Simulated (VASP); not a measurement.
Set up this calculation in VASP 6.6.1, as the native input.

* Task: single point
* Functional: PBE
* Potentials or basis: VASP PAW PBE potentials, release 64 (Ge_d)
* Cutoff: 520 eV
* k mesh: 3 × 3 × 2
* Occupations: gaussian, width 0.1 eV
* Spin: no spin polarisation
* Dipole correction: no
* Further INCAR settings: ALGO = Normal; EDIFF = 1e-06; NBANDS = 21

The structure of Ge lies in POSCAR:

```
Ge
1.0
   -2.4958980000      2.6508630000      1.4369470000
    2.4958980000     -2.6508630000      1.4369470000
    2.4958980000      2.6508630000     -1.4369470000
Ge
2
Direct
    0.1859430000      0.9359430000      0.2500000000
    0.8140570000      0.0640570000      0.7500000000
```

These files were run (other wordings do the same):

INCAR

```
ALGO = Normal
EDIFF = 1E-6
ENCUT = 520
GGA = PE
ISIF = 2
ISMEAR = 0
LASPH = T
LCHARG = T
LELF = T
LREAL = F
LVHAR = T
LWAVE = F
NBANDS = 21
NELM = 80
PREC = Accurate
SIGMA = 0.1
```

KPOINTS

```
k-points
0
Gamma
  3 3 2
```

Potentials or basis: VASP PAW PBE potentials, release 64 (Ge_d).

Command:

```bash
$ cat potpaw_PBE.64/Ge_d/POTCAR > POTCAR
$ mpirun -np 1 vasp_std > vasp.out
```

Results of the run:

The pressure is -0.4 GPa and the largest force is 0.023 eV/Å. The band gap on the k mesh is zero (band 14 reaches 7.17 eV, above the bottom of band 15 at 4.77 eV).

Caveat: the k points lie up to 0.86 Å⁻¹ apart.

Run time: 5 s on 1 thread of Intel(R) Xeon(R) 6975P-C (Granite Rapids), with other jobs on the host, peak memory 0.16 GiB.
